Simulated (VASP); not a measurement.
Input of a VASP 6.6.1 run:

Contents of INCAR:

```
SYSTEM = RbSi2
ALGO = Normal ; EDIFF = 1E-7
ENCUT = 520 ; GGA = PE
ISIF = 2 ; ISMEAR = 0
IVDW = 12 ; LASPH = .True.
LCHARG = .False. ; LREAL = .False.
LWAVE = .False. ; NBANDS = 16
NELM = 100 ; PREC = Accurate
SIGMA = 0.1
```

File KPOINTS:

```
k-points
0
Gamma
  6 6 6
  0 0 0
```

The input POSCAR:

```
RbSi2
1.0
   -2.1559826500      2.1559826500      5.5751384900
    2.1559826500     -2.1559826500      5.5751384900
    2.1559826500      2.1559826500     -5.5751384900
Rb Si
1 2
Direct
    0.0000000000      0.0000000000      0.0000000000
    0.3952878700      0.3952878700      0.0000000000
    0.6047121300      0.6047121300      0.0000000000
```

Potentials or basis: VASP PAW PBE potentials, release 64 (Rb_sv, Si).

The run is started by

```bash
$ cat potpaw_PBE.64/Rb_sv/POTCAR potpaw_PBE.64/Si/POTCAR > POTCAR
$ mpirun -np 1 vasp_std > vasp.out
```

(1) Estimate the band gap on the k mesh.

(2) Predict the dispersion energy per atom.

Results:

(1) zero (an odd number of electrons rules out a gap without spin polarisation).

(2) -0.198 eV.
